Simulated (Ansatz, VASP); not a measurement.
# Two plane-wave programs on Te

POSCAR

```
Te
1.0
    4.6324895870      0.0000000000      0.0000000000
   -2.3162447935      4.0118536651      0.0000000000
    0.0000000000      0.0000000000      5.8869033494
Te
3
Direct
    0.2535874851      0.0000000000      0.3333333333
    1.0000000000      0.2535874851      0.6666666667
    0.7464125149      0.7464125149      0.0000000000
```

File INCAR.step1:

```
SYSTEM = Te
ALGO = Normal
EDIFF = 1E-5
ENCUT = 550
GGA = PE
GGA_COMPAT = .False.
ISMEAR = -1
LASPH = .True.
LCHARG = .False.
LREAL = .False.
LWAVE = .True.
NBANDS = 16
NELM = 120
PREC = Accurate
SIGMA = 0.6
```

INCAR.step2

```
SYSTEM = Te
ALGO = Normal
EDIFF = 1E-6
ENCUT = 550
GGA_COMPAT = .False.
ISIF = 2
ISMEAR = -1
ISTART = 1
LASPH = .True.
LCHARG = .True.
LELF = .True.
LMIXTAU = .True.
LREAL = .False.
LVHAR = .True.
LWAVE = .False.
METAGGA = R2SCAN
NBANDS = 16
NELM = 120
PREC = Accurate
SIGMA = 0.6
```

File KPOINTS:

```
k-points
0
Gamma
  8 8 6
  0 0 0
```

Input for Ansatz:

```yaml
crystal:
  lattice:
    - [4.632489587, 0.0, 0.0]
    - [-2.3162447935, 4.0118536651, 0.0]
    - [0.0, 0.0, 5.8869033494]
  atoms:
    - { symbol: Te, position: [0.2535874851, 0.0, 0.3333333333] }
    - { symbol: Te, position: [1.0, 0.2535874851, 0.6666666667] }
    - { symbol: Te, position: [0.7464125149, 0.7464125149, 0.0] }
hamiltonian:
  xc: r2scan
  pseudopotentials:
    kind: paw
    azcp:
      Te: "pseudopotentials/Te.paw.azcp"
basis:
  ecutwfc: 500
  fft_grid_basis: typed
kpoints:
  mp_grid: { grid: [8, 8, 6], shift: [0, 0, 0] }
magnetization:
  spin_polarized: false
scf:
  occupations: { method: fermi_dirac, width: 0.6 }
  lower_state_search: "off"
output:
  stress: true
  write_density: true
  write_potential: true
  elf: true
  volumetric_format: npy
```

Alike in both runs: task single point; functional r2SCAN; k mesh 8 × 8 × 6; occupations fermi-dirac, width 0.6 eV; no spin polarisation.

|  | VASP | Ansatz |
| --- | --- | --- |
| version | VASP 6.6.1 | Ansatz 0.2.0 |
| potentials or method | VASP PAW PBE potentials, release 64 (Te), cutoff 550 eV | plane waves (500 eV) with PAW, scalar-relativistic |
| valence electrons in the cell | 18 | 48 |

```tsv
	VASP	Ansatz	Ansatz less VASP
pressure (GPa)	1.7	1.7	-0.04
traceless stress, the component that is largest in VASP (GPa)	0.89	0.85	-0.042
```

VASP's potentials were made for PBE, not for r2SCAN. VASP's potentials hold 18 valence electrons a cell and Ansatz's 48, so a difference there can come from the potentials and not from the codes.

Neither program's run includes spin-orbit coupling.
